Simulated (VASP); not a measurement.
**Ta2N: single point with PBEsol**

The system is Ta2N.

```xyz
3
Lattice="2.9050 0.0000 0.0000 -1.4525 2.5158 0.0000 0.0000 0.0000 4.9833" Properties=species:S:1:pos:R:3 pbc="T T T"
Ta    1.4525    0.8386    3.7194
Ta    0.0000    1.6772    1.2639
N     0.0000    0.0000    0.0000
```

```json
{
 "Program": "VASP 6.6.1",
 "Task": "single point",
 "Functional": "PBEsol",
 "Potentials or basis": "VASP PAW PBE potentials, release 64 (Ta_pv, N)",
 "Cutoff": "520 eV",
 "k mesh": "18 × 18 × 10",
 "Occupations": "gaussian, width 0.15 eV",
 "Spin": "no spin polarisation"
}
```

| Quantity | Value |
| --- | --- |
| Pressure | 32.2 GPa |
| Largest force | 1.548 eV/Å |
| Band gap on the k mesh | zero (an odd number of electrons rules out a gap without spin polarisation) |

Forces on the atoms (eV/Å):
```
Ta   0.000  0.000 -1.548
Ta   0.000  0.000  1.548
N    0.000  0.000  0.000
```

Stress tensor (GPa, compression positive):
```
39.81  0.00  0.00
 0.00 39.81  0.00
 0.00  0.00 16.92
```

Levels at points of the mesh, in eV from the Fermi level:
```tsv
k point	band 11	band 12	band 13	band 14	band 15	band 16
(0.00, 0.00, 0.00)	-4.99	-1.59	-0.21	-0.21	0.28	1.16
(0.50, 0.00, 0.00)	-5.15	-2.37	-0.96	0.91	3.18	4.46
(0.00, 0.00, 0.50)	-3.70	-2.96	-0.82	-0.82	1.55	2.68
(0.50, 0.00, 0.50)	-4.02	-1.92	-1.84	-0.53	1.35	4.78
```

It took 2 min on 1 thread of AMD EPYC 9R45 (Zen 5), on a shared host, peak memory 0.3 GiB.

Caveat: the cell stands under pressure; the PAW data sets were made with another functional, which shifts forces and pressure a little; spin-orbit coupling is left out, which moves the levels of the heavy elements.
